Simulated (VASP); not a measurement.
Runs of VASP 6.6.1 on PbSe (Clausthalite). The structure is that of space group Fm-3m (No. 225), or close to it. The cells are those of the table. 

| cell | pressure (GPa) |
| --- | --- |
| a = 4.299 Å, angles 60.0°, 2 atoms | -1.2 |
| a = 4.385 Å, angles 60.0°, 2 atoms | -3.9 |
| a = 4.328 Å, angles 60.0°, 2 atoms | -2.2 |
| a = 4.240 Å, angles 60.0°, 2 atoms | 1.2 |
| a = 4.413 Å, angles 60.0°, 2 atoms | (a) |
| a = 4.357 Å, angles 60.0°, 2 atoms | -3.1 |
| a = 4.270 Å, angles 60.0°, 2 atoms | (b) |

Alike in all rows: task single point; level LDA; potentials or basis VASP PAW LDA potentials, release 64 (Pb_d, Se); no spin polarisation; k mesh 5 × 5 × 5; cutoff (eV) 520; smearing gaussian 0.01 eV.

**Question.** Estimate the missing entries.

**Answer.** (a) -4.6; (b) 0.0.
